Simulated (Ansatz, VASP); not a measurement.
Two plane-wave programs on ZrB2

```
CELL_PARAMETERS angstrom
3.17000 0.00000 0.00000
-1.58500 2.74530 0.00000
0.00000 0.00000 3.46234
ATOMIC_POSITIONS crystal
Zr 0.00000 0.00000 0.00000
B 0.66667 0.33333 0.50000
B 0.33333 0.66667 0.50000
```

Alike in both runs: functional PBE; k mesh 8 × 8 × 7; occupations fermi-dirac, width 0.05 eV; no spin polarisation.

|  | VASP | Ansatz |
| --- | --- | --- |
| version | VASP 6.6.1 | Ansatz 0.2.0 |
| potentials or method | VASP PAW PBE potentials, release 64 (Zr_sv, B) | Ansatz PAW |
| plane-wave cutoff (eV) | 520 | 420 |
| valence electrons in the cell | 18 | 18 |
| task | single point | band structure |

|  | VASP | Ansatz | Ansatz less VASP |
| --- | --- | --- | --- |
| gap on the k mesh at the Fermi level (eV) | none | none | - |
| pressure (GPa) | 5.8 | 5.6 | -0.16 |
| traceless stress, the component that is largest in VASP (GPa) | 4.42 | 4.37 | -0.047 |

A gap of «none» marks a metal or a gap that the smearing closes.
